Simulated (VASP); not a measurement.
# Rb (Fm-3m) in VASP: a series of runs

Rb is run at these levels: r2SCAN; tasks: single point.

Program: VASP 6.6.1. These are calculated values, not measurements. Logs are shortened: lines on timing, memory, paths and dates and some standing lists are left out, and cuts for length are marked.

**1. The cell of the first run**

Symmetry: Fm-3m, No. 225, cubic system. The conventional cell has a = 7.258 Å, b = 7.258 Å, c = 7.258 Å, α = 90.00°, β = 90.00°, γ = 90.00°.

This isn't the form of Rb at room conditions, which is bcc.

**2. Single point, r2SCAN**

POSCAR reads:

```
Rb
1.0
    0.0000000000      3.6292040471      3.6292040471
    3.6292040471      0.0000000000      3.6292040471
    3.6292040471      3.6292040471      0.0000000000
Rb
1
Direct
    0.0000000000      0.0000000000      0.0000000000
```

INCAR.step1 reads:

```
SYSTEM = Rb
PREC = Accurate
ENCUT = 550
ISMEAR = -1
SIGMA = 0.1
LREAL = .FALSE.
LASPH = .TRUE.
NELM = 120
NBANDS = 10
GGA = PE
ALGO = Normal
EDIFF = 1E-5
LWAVE = .TRUE.
LCHARG = .FALSE.
GGA_COMPAT = .FALSE.
```

INCAR.step2 reads:

```
SYSTEM = Rb
PREC = Accurate
ENCUT = 550
EDIFF = 1E-6
ISMEAR = -1
SIGMA = 0.1
LREAL = .FALSE.
LASPH = .TRUE.
NELM = 120
ALGO = Normal
ISIF = 2
LWAVE = .FALSE.
LCHARG = .FALSE.
METAGGA = R2SCAN
LMIXTAU = .TRUE.
NBANDS = 10
ISTART = 1
GGA_COMPAT = .FALSE.
```

KPOINTS reads:

```
regular mesh
0
G
  8 8 8
  0 0 0
```

Potentials or basis: VASP PAW PBE potentials, release 64 (Rb_sv).

Started as:

```sh
$ cat potpaw_PBE.64/Rb_sv/POTCAR > POTCAR
$ cp INCAR.step1 INCAR
$ mpirun -np 1 vasp_std > vasp.out
$ cp INCAR.step2 INCAR
$ mpirun -np 1 vasp_std > vasp.out
```

OUTCAR:

```text
SYSTEM = Rb
   PREC = Accurate
   ENCUT = 550
   EDIFF = 1E-6
   ISMEAR = -1
   LREAL = .FALSE.
   LASPH = .TRUE.
   NELM = 120
   ISIF = 2
   METAGGA = R2SCAN
   ISTART = 1

 ion  position               nearest neighbor table
   1  0.000  0.000  0.000-

  LATTYP: Found a face centered cubic cell.
 ALAT       =     7.2584080942

  Lattice vectors:

 A1 = (   0.0000000000,   3.6292040471,   3.6292040471)
 A2 = (   3.6292040471,   0.0000000000,   3.6292040471)
 A3 = (   3.6292040471,   3.6292040471,   0.0000000000)

Analysis of symmetry for initial positions (statically):
=====================================================================
 Subroutine PRICEL returns:
 Original cell was already a primitive cell.

 Routine SETGRP: Setting up the symmetry group for a
 face centered cubic supercell.

 Subroutine GETGRP returns: Found 48 space group operations
 (whereof 48 operations were pure point group operations)
 out of a pool of 48 trial point group operations.

The static configuration has the point symmetry O_h .

Analysis of symmetry for dynamics (positions and initial velocities):
=====================================================================
 Subroutine PRICEL returns:
 Original cell was already a primitive cell.

 Routine SETGRP: Setting up the symmetry group for a
 face centered cubic supercell.

 Subroutine GETGRP returns: Found 48 space group operations
 (whereof 48 operations were pure point group operations)
 out of a pool of 48 trial point group operations.

The dynamic configuration has the point symmetry O_h .

 Subroutine INISYM returns: Found 48 space group operations
 (whereof 48 operations are pure point group operations),
 and found     1 'primitive' translations

----------------------------------------------------------------------------------------

                                     Primitive cell

  volume of cell :      95.6014

  direct lattice vectors                    reciprocal lattice vectors
     0.000000000  3.629204047  3.629204047    -0.137771256  0.137771256  0.137771256
     3.629204047  0.000000000  3.629204047     0.137771256 -0.137771256  0.137771256
     3.629204047  3.629204047  0.000000000     0.137771256  0.137771256 -0.137771256

  length of vectors
     5.132469584  5.132469584  5.132469584     0.238626815  0.238626815  0.238626815

  position of ions in fractional coordinates (direct lattice)
     0.000000000  0.000000000  0.000000000

  ion indices of the primitive-cell ions
   primitive index   ion index
                 1           1

----------------------------------------------------------------------------------------

 KPOINTS: regular mesh

Automatic generation of k-mesh.
 Grid dimensions read from file:
 generate k-points for:    8    8    8

 Generating k-lattice:

  Cartesian coordinates                     Fractional coordinates (reciprocal lattice)
    -0.017221407  0.017221407  0.017221407     0.125000000  0.000000000  0.000000000
     0.017221407 -0.017221407  0.017221407     0.000000000  0.125000000  0.000000000
     0.017221407  0.017221407 -0.017221407     0.000000000  0.000000000  0.125000000

  Length of vectors
     0.029828352  0.029828352  0.029828352

  Shift w.r.t. Gamma in fractional coordinates (k-lattice)
     0.000000000  0.000000000  0.000000000

 Subroutine IBZKPT returns following result:
 ===========================================

 Found     29 irreducible k-points:

 Following reciprocal coordinates:
            Coordinates               Weight
  0.000000  0.000000  0.000000      1.000000
  0.125000  0.000000  0.000000      8.000000
  0.250000  0.000000  0.000000      8.000000
  0.375000  0.000000  0.000000      8.000000
  0.500000  0.000000  0.000000      4.000000
  0.125000  0.125000  0.000000      6.000000
[... 16 lines left out ...]
  0.500000  0.250000  0.125000     48.000000
 -0.375000  0.250000  0.125000     24.000000
 [... further k-points ...]
   k-points           NKPTS =     29   k-points in BZ     NKDIM =     29   number of bands    NBANDS=     10
   number of dos      NEDOS =    301   number of ions     NIONS =      1
   total plane-waves  NPLWV =  64000
   dimension x,y,z NGX =    40 NGY =   40 NGZ =   40
   dimension x,y,z NGXF=    80 NGYF=   80 NGZF=   80
   ions per type =               1
   NGX,Y,Z   is equivalent  to a cutoff of  12.96, 12.96, 12.96 a.u.
   NGXF,Y,Z  is equivalent  to a cutoff of  25.91, 25.91, 25.91 a.u.
 SYSTEM =  Rb
   PREC   = accura    normal or accurate (medium, high low for compatibility)
   ISTART =      1    job   : 0-new  1-cont  2-samecut
   ICHARG =      0    charge: 1-file 2-atom 10-const
   ISPIN  =      1    spin polarized calculation?
   LNONCOLLINEAR =      F non collinear calculations
   LSORBIT =      F    spin-orbit coupling
   LASPH  =      T    aspherical Exc in radial PAW
   ENCUT  =  550.0 eV  40.42 Ry    6.36 a.u.   9.81  9.81  9.81*2*pi/ulx,y,z
   NELM   =    120;   NELMIN=  2; NELMDL=  0     # of ELM steps
   EDIFF  = 0.1E-05   stopping-criterion for ELM
   LREAL  =      F    real-space projection
   EDIFFG = 0.1E-04   stopping-criterion for IOM
   NSW    =      0    number of steps for IOM
   IBRION =     -1    ionic relax: 0-MD 1-quasi-New 2-CG
   NFREE  =      0    steps in history (QN), initial steepest desc. (CG)
   ISIF   =      2    stress and relaxation
   ISYM   =      2    0-nonsym 1-usesym 2-fastsym
   POTIM  = 0.5000    time-step for ionic-motion
   TEBEG  =    0.0;   TEEND  =   0.0 temperature during run
   PSTRESS=    0.0 pullay stress
   NELECT =       9.0000    total number of electrons
   NUPDOWN=      -1.0000    fix difference up-down
   EMIN   =  10.00;   EMAX   =-10.00  energy-range for DOS
   EFERMI =   0.00;   METHOD = LEGACY
   ISMEAR =    -1;   SIGMA  =   0.10  broadening in eV -4-tet -1-fermi 0-gaus
   EFERMI_NEDOS =   21; number of points for ismear=-14 and -15
   IALGO  =     38    algorithm
   IMIX   =      4    mixing-type and parameters
     AMIX     =   0.40;   BMIX     =  1.00
     AMIX_MAG =   1.60;   BMIX_MAG =  1.00
  volume/ion in A,a.u.               =      95.60       645.15
  Fermi-wavevector in a.u.,A,eV,Ry     =   0.744734  1.407342  7.546174  0.554628
  Thomas-Fermi vector in A             =   1.840155
   LORBIT       =      0    0 simple, 1 ext, 2 COOP (PROOUT), +10 PAW based schemes
   METAGGA = R2SCAN    functional components
   LHFCALC =     F    Hartree Fock is set to
   AEXX    =    0.0000 exact exchange contribution
   IVDW    =     0    specifies the selected vdW correction
   LEPSILON=     F    determine dielectric tensor
   LRPA    =     F    only Hartree local field effects (RPA)
 non-spin polarized calculation
  energy-cutoff  :      550.00
  volume of cell :       95.60
 maximum number of plane-waves:      2826
   NGX = 19   NGY = 19   NGZ = 19

 number of electron       9.0000000 magnetization

 Free energy of the ion-electron system (eV)
  ---------------------------------------------------
  ext. energy  EPLUGINS =         0.00000000
  ---------------------------------------------------
  free energy    TOTEN  =       -13.93060674 eV

  energy without entropy =      -13.90073364  energy(sigma->0) =      -13.91567019

 E-fermi :  -0.0566     XC(G=0):  -5.6055

 val. band max:       -0.1710538629   @ k =  -0.3750   0.1250   0.0000
 cond. band min:       0.0106641260   @ k =   0.5000   0.3750   0.1250
 fundamental gap:      0.1817179889
 Fermi energy:        -0.0566338007

 k-point     1 :       0.0000    0.0000    0.0000
  band No.  band energies     occupation
      1     -30.1390      2.00000
      2     -13.6330      2.00000
      3     -13.6330      2.00000
      4     -13.6330      2.00000
      5      -2.0727      2.00000
      6       3.9245      0.00000
      7       3.9245      0.00000
      8       3.9245      0.00000
      9       5.3373      0.00000
     10       5.3373      0.00000

 k-point     2 :       0.1250    0.0000    0.0000
  band No.  band energies     occupation
      1     -30.1385      2.00000
      2     -13.6453      2.00000
      3     -13.6346      2.00000
      4     -13.6346      2.00000
      5      -1.8959      2.00000
      6       3.3993      0.00000
      7       3.9893      0.00000
      8       3.9893      0.00000
      9       5.1401      0.00000
     10       5.1401      0.00000

 k-point     3 :       0.2500    0.0000    0.0000
  band No.  band energies     occupation
      1     -30.1374      2.00000
      2     -13.6747      2.00000
      3     -13.6385      2.00000
      4     -13.6385      2.00000
      5      -1.3868      2.00000
      6       2.4455      0.00000
      7       3.9738      0.00000
      8       3.9738      0.00000
      9       5.1329      0.00000
     10       5.1329      0.00000

 k-point     4 :       0.3750    0.0000    0.0000
  band No.  band energies     occupation
      1     -30.1362      2.00000
      2     -13.7036      2.00000
      3     -13.6424      2.00000
      4     -13.6424      2.00000
      5      -0.6079      1.99196
      6       1.4167      0.00000
      7       3.7770      0.00000
      8       3.7770      0.00000
      9       5.6962      0.00000
     10       5.7055      0.00000
[... 222 lines left out ...]
 k-point    22 :       0.3750    0.2500    0.1250
  band No.  band energies     occupation
      1     -30.1365      2.00000
      2     -13.6818      2.00000
      3     -13.6535      2.00000
      4     -13.6436      2.00000
      5      -0.9554      1.99975
      6       2.3626      0.00000
      7       3.0018      0.00000
      8       4.1385      0.00000
      9       4.4799      0.00000
     10       5.8564      0.00000

 k-point    23 :       0.5000    0.2500    0.1250
  band No.  band energies     occupation
      1     -30.1356      2.00000
      2     -13.6973      2.00000
      3     -13.6626      2.00000
      4     -13.6483      2.00000
      5      -0.2094      1.64337
      6       1.6446      0.00000
      7       2.6072      0.00000
      8       3.8864      0.00000
      9       4.9696      0.00000
     10       5.8282      0.00000

 k-point    24 :      -0.3750    0.2500    0.1250
  band No.  band energies     occupation
      1     -30.1352      2.00000
      2     -13.7040      2.00000
      3     -13.6654      2.00000
      4     -13.6509      2.00000
      5       0.6975      0.00106
      6       0.7038      0.00100
      7       2.5622      0.00000
      8       3.7519      0.00000
      9       5.0281      0.00000
     10       5.9769      0.00000

 [... further k-points ...]

------------------------ aborting loop because EDIFF is reached ----------------------------------------

  FORCE on cell =-STRESS in cart. coord.  units (eV):
  Direction    XX          YY          ZZ          XY          YZ          ZX
  --------------------------------------------------------------------------------------
  -------------------------------------------------------------------------------------
  Total        0.0073815      0.0073815      0.0073815      0.0000000      0.0000000      0.0000000
  in kB        0.1237065      0.1237065      0.1237065      0.0000000      0.0000000      0.0000000
  external PRESSURE =       0.1237065 kB  Pullay stress =       0.0000000 kB

 VOLUME and BASIS-vectors are now :
 -----------------------------------------------------------------------------
  energy-cutoff  :      550.00
  volume of cell :       95.60
      direct lattice vectors                 reciprocal lattice vectors
     0.000000000  3.629204047  3.629204047    -0.137771256  0.137771256  0.137771256
     3.629204047  0.000000000  3.629204047     0.137771256 -0.137771256  0.137771256
     3.629204047  3.629204047  0.000000000     0.137771256  0.137771256 -0.137771256

 POSITION                                       TOTAL-FORCE (eV/Angst)
 -----------------------------------------------------------------------------------
      0.00000      0.00000      0.00000        -0.000000     -0.000000      0.000000
 -----------------------------------------------------------------------------------
    total drift:                               -0.000000     -0.000000     -0.000000

  FREE ENERGIE OF THE ION-ELECTRON SYSTEM (eV)
  ---------------------------------------------------
  free  energy   TOTEN  =       -13.9306067395 eV

  energy  without entropy=      -13.9007336436  energy(sigma->0) =      -13.91567019
```

It took 1.9 min on 1 thread of Intel Xeon Platinum 8375C at 2.90GHz (Ice Lake), shared host; peak memory 0.25 GiB.

What came out:

| Quantity | Value |
| --- | --- |
| Free energy | -13.9306 eV |
| Pressure | 0.0 GPa |
| Band gap on the k mesh | zero (an odd number of electrons rules out a gap without spin polarisation) |

Levels at points of the mesh, in eV from the Fermi level:
| k point | band 1 | band 2 | band 3 | band 4 | band 5 | band 6 | band 7 | band 8 | band 9 | band 10 |
| --- | --- | --- | --- | --- | --- | --- | --- | --- | --- | --- |
| (0.00, 0.00, 0.00) | -30.08 | -13.58 | -13.58 | -13.58 | -2.02 | 3.98 | 3.98 | 3.98 | 5.39 | 5.39 |
| (0.50, 0.00, 0.00) | -30.08 | -13.66 | -13.59 | -13.59 | 0.28 | 0.56 | 3.74 | 3.74 | 5.98 | 6.10 |
| (0.50, 0.50, 0.00) | -30.08 | -13.65 | -13.61 | -13.61 | 0.74 | 1.38 | 2.03 | 4.73 | 4.73 | 5.50 |

Caveat: the PAW data sets were made with another functional, which shifts forces and pressure a little.

**3. Single point, r2SCAN (84.13 Å³/atom)**

This run uses another cell than the first one, of 84.13 Å³/atom.

POSCAR reads:

```
Rb
1.0
    0.0000000000      3.4778080673      3.4778080673
    3.4778080673      0.0000000000      3.4778080673
    3.4778080673      3.4778080673      0.0000000000
Rb
1
Direct
    0.0000000000      0.0000000000      0.0000000000
```

INCAR.step1 reads:

```
  PREC = Accurate
  ENCUT = 550
  ISMEAR = -1
  SIGMA = 0.1
  LREAL = False
  LASPH = True
  NELM = 120
  NBANDS = 10
  GGA = PE
  ALGO = Normal
  EDIFF = 1E-5
  LWAVE = True
  LCHARG = False
  GGA_COMPAT = False
```

INCAR.step2 reads:

```
  PREC = Accurate
  ENCUT = 550
  EDIFF = 1E-6
  ISMEAR = -1
  SIGMA = 0.1
  LREAL = False
  LASPH = True
  NELM = 120
  ALGO = Normal
  ISIF = 2
  LWAVE = False
  LCHARG = True
  METAGGA = R2SCAN
  LMIXTAU = True
  LELF = True
  LVHAR = True
  NBANDS = 10
  ISTART = 1
  GGA_COMPAT = False
```

KPOINTS reads:

```
Automatic mesh
0
Gamma
  9 9 9
```

Potentials or basis: VASP PAW PBE potentials, release 64 (Rb_sv).

Started as:

```sh
$ cat potpaw_PBE.64/Rb_sv/POTCAR > POTCAR
$ cp INCAR.step1 INCAR
$ mpirun -np 1 vasp_std > vasp.out
$ cp INCAR.step2 INCAR
$ mpirun -np 1 vasp_std > vasp.out
```

Wall time 2.2 min (1 thread of Intel Xeon Platinum 8375C at 2.90GHz (Ice Lake), shared host); peak memory 0.26 GiB.

It converged, with:

- Free energy: -13.9184 eV
- Pressure: 0.4 GPa
- Band gap on the k mesh: zero (an odd number of electrons rules out a gap without spin polarisation)

Levels at points of the mesh, in eV from the Fermi level:
| k point | band 3 | band 4 | band 5 | band 6 | band 7 | band 8 |
| --- | --- | --- | --- | --- | --- | --- |
| (0.00, 0.00, 0.00) | -13.55 | -13.55 | -2.23 | 4.05 | 4.05 | 4.05 |

Caveat: the PAW data sets were made with another functional, which shifts forces and pressure a little.

**4. Single point, r2SCAN (87.95 Å³/atom)**

This run uses another cell than the first one, of 87.95 Å³/atom.

POSCAR reads:

```
Rb
1.0
    0.0000000000      3.5297233042      3.5297233042
    3.5297233042      0.0000000000      3.5297233042
    3.5297233042      3.5297233042      0.0000000000
Rb
1
Direct
    0.0000000000      0.0000000000      0.0000000000
```

INCAR.step1 reads:

```
SYSTEM = Rb
PREC = Accurate
ENCUT = 550
ISMEAR = -1
SIGMA = 0.1
LREAL = .False.
LASPH = .True.
NELM = 120
NBANDS = 10
GGA = PE
ALGO = Normal
EDIFF = 1E-5
LWAVE = .True.
LCHARG = .False.
GGA_COMPAT = .False.
```

INCAR.step2 reads:

```
SYSTEM = Rb
PREC = Accurate
ENCUT = 550
EDIFF = 1E-6
ISMEAR = -1
SIGMA = 0.1
LREAL = .False.
LASPH = .True.
NELM = 120
ALGO = Normal
ISIF = 2
LWAVE = .False.
LCHARG = .False.
METAGGA = R2SCAN
LMIXTAU = .True.
NBANDS = 10
ISTART = 1
GGA_COMPAT = .False.
```

KPOINTS reads:

```
Automatic mesh
0
Gamma
  9 9 9
  0 0 0
```

Started as:

```sh
$ cat potpaw_PBE.64/Rb_sv/POTCAR > POTCAR
$ cp INCAR.step1 INCAR
$ mpirun -np 1 vasp_std > vasp.out
$ cp INCAR.step2 INCAR
$ mpirun -np 1 vasp_std > vasp.out
```

Wall time 2.3 min (1 thread of Intel Xeon Platinum 8375C at 2.90GHz (Ice Lake), shared host); peak memory 0.25 GiB.

It converged, with:

* Free energy: -13.9264 eV
* Pressure: 0.3 GPa
* Band gap on the k mesh: zero (an odd number of electrons rules out a gap without spin polarisation)

Levels at points of the mesh, in eV from the Fermi level:
| k point | band 3 | band 4 | band 5 | band 6 | band 7 | band 8 |
| --- | --- | --- | --- | --- | --- | --- |
| (0.00, 0.00, 0.00) | -13.57 | -13.57 | -2.17 | 4.01 | 4.01 | 4.01 |

Caveat: the PAW data sets were made with another functional, which shifts forces and pressure a little.

**5. Summary**

```csv
cell,k mesh,gap on the mesh (eV),pressure (GPa)
"a = 5.132 Å, angles 60.0°, 1 atom",8 × 8 × 8,none,0.0
"a = 4.918 Å, angles 60.0°, 1 atom",9 × 9 × 9,none,0.4
"a = 4.992 Å, angles 60.0°, 1 atom",9 × 9 × 9,none,0.3
```

Alike in all rows: task single point; level r2SCAN; potentials or basis VASP PAW PBE potentials, release 64 (Rb_sv); no spin polarisation; cutoff (eV) 550; smearing fermi-dirac 0.1 eV.

Caveats: the PAW data sets were made with another functional, which shifts forces and pressure a little.

Total energies depend on the potentials used, so only differences within one code and one set of settings carry meaning.

The gap in the log of VASP goes by the Fermi energy; the results here count the filled bands.